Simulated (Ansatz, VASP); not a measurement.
## One calculation of AlP, two programs

```
CELL_PARAMETERS angstrom
0.00000 2.73926 2.73926
2.73926 0.00000 2.73926
2.73926 2.73926 0.00000
ATOMIC_POSITIONS crystal
Al 0.00000 0.00000 0.00000
P 0.25000 0.25000 0.25000
```

Alike in both runs: task single point; functional r2SCAN; k mesh 6 × 6 × 6; no spin polarisation.

|  | VASP | Ansatz |
| --- | --- | --- |
| version | VASP 6.6.1 | Ansatz 0.2.0 |
| potentials or method | VASP PAW PBE potentials, release 64 (Al, P) | plane waves, PAW |
| plane-wave cutoff (eV) | 550 | 500 |
| occupations | gaussian, width 0.01 eV | fixed |
| valence electrons in the cell | 8 | 8 |

Ansatz gave:

| Quantity | Value |
| --- | --- |
| gap on the k mesh at the Fermi level (eV) | 1.92 |

Question: Estimate VASP's values.

Answer: gap on the k mesh at the Fermi level (eV): 1.93.

VASP's potentials were made for PBE, not for r2SCAN.
